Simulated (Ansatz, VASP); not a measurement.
**BeS: VASP beside Ansatz**

```
Be S
1.0
     0.00000    2.45023    2.45023
     2.45023    0.00000    2.45023
     2.45023    2.45023    0.00000
Be S
1 1
Direct
  0.00000 0.00000 0.00000
  0.25000 0.25000 0.25000
```

Alike in both runs: functional r2SCAN; k mesh 10 × 10 × 10; occupations fermi-dirac, width 0.02 eV; no spin polarisation.

Ansatz relaxed the structure, and its values are those at the end. VASP's run is a single point on that final structure, the one shown.

|  | VASP | Ansatz |
| --- | --- | --- |
| version | VASP 6.6.1 | Ansatz 0.2.0 |
| potentials or method | VASP PAW PBE potentials, release 64 (Be, S), cutoff 520 eV | PAW plane waves |
| valence electrons in the cell | 8 | 8 |

```tsv
	VASP	Ansatz	Ansatz less VASP
gap on the k mesh at the Fermi level (eV)	3.64	3.63	-0.009
pressure (GPa)	-1.6	-1.9	-0.27
```

VASP's potentials were made for PBE, not for r2SCAN. Ansatz's warnings: stress scf threshold loose.
